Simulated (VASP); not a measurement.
Set up this calculation in VASP 6.6.1, as the native input.

| Property | Result |
| --- | --- |
| Task | single point |
| Functional | PBE |
| Potentials or basis | VASP PAW PBE potentials, release 64 (Zn, B) |
| Cutoff | 500 eV |
| k mesh | 10 × 10 × 10 |
| Occupations | gaussian, width 0.1 eV |
| Spin | no spin polarisation |
| Dipole correction | no |
| Further INCAR settings | ALGO = Normal; EDIFF = 1e-06; NBANDS = 24 |

The structure of ZnB6 lies in POSCAR:

```
ZnB6
1.0
    4.1324490737      0.0000000000      0.0000000000
    0.0000000000      4.1324490737      0.0000000000
    0.0000000000      0.0000000000      4.1324490737
Zn B
1 6
Direct
    0.0000000000      0.0000000000      0.0000000000
    0.1989694246      0.5000000000      0.5000000000
    0.5000000000      0.8010305754      0.5000000000
    0.5000000000      0.1989694246      0.5000000000
    0.8010305754      0.5000000000      0.5000000000
    0.5000000000      0.5000000000      0.1989694246
    0.5000000000      0.5000000000      0.8010305754
```

The cell was built from a structure type or drawn by symmetry, and may not be a known phase.

These files were run (other wordings do the same):

INCAR

```
PREC = Accurate ; ENCUT = 500
EDIFF = 1E-6 ; ISMEAR = 0
SIGMA = 0.1 ; LREAL = F
LASPH = T ; NELM = 120
ALGO = Normal ; ISIF = 2
LWAVE = F ; LCHARG = T
GGA = PE ; LELF = T
LVHAR = T ; NBANDS = 24
GGA_COMPAT = F
```

KPOINTS

```
regular mesh
0
Gamma
  10 10 10
```

Potentials or basis: VASP PAW PBE potentials, release 64 (Zn, B).

Run with:

```sh
$ cat potpaw_PBE.64/Zn/POTCAR potpaw_PBE.64/B/POTCAR > POTCAR
$ mpirun -np 1 vasp_std > vasp.out
```

Results of the run:

* Pressure: 0.1 GPa
* Largest force: 0.018 eV/Å
* Band gap on the k mesh: zero (bands 15 and 16 overlap by 1.39 eV)

It took 86 s on 1 thread of Intel(R) Xeon(R) Platinum 8175M CPU @ 2.50GHz (Skylake/Cascade Lake) (shared host), peak memory 0.22 GiB.
